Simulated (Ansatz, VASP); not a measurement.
## Ru in VASP and in Ansatz

```
CELL_PARAMETERS angstrom
2.70580 0.00000 0.00000
-1.35290 2.34329 0.00000
0.00000 0.00000 4.28190
ATOMIC_POSITIONS crystal
Ru 0.33333 0.66667 0.17994
Ru 0.66667 0.33333 0.75000
```

Alike in both runs: task single point; functional PBE; k mesh 24 × 24 × 12; occupations gaussian, width 0.15 eV; no spin polarisation.

|  | VASP | Ansatz |
| --- | --- | --- |
| version | VASP 6.6.1 | Ansatz 0.2.0 |
| potentials or method | VASP PAW PBE potentials, release 64 (Ru_pv), cutoff 520 eV | scalar-relativistic, plane waves, PAW |
| valence electrons in the cell | 28 | 32 |

```tsv
	VASP	Ansatz	Ansatz less VASP
gap on the k mesh at the Fermi level (eV)	none	none	-
pressure (GPa)	21.8	21.5	-0.36
traceless stress, the component that is largest in VASP (GPa)	14.59	14.33	-0.261
rms of the force components (eV/Å)	2.767	2.718	-0.0484
```

Atom by atom the forces differ by 0.048 eV/Å (rms over components). A gap of «none» marks a metal or a gap that the smearing closes. VASP's potentials hold 28 valence electrons a cell and Ansatz's 32, so a difference there can come from the potentials and not from the codes.
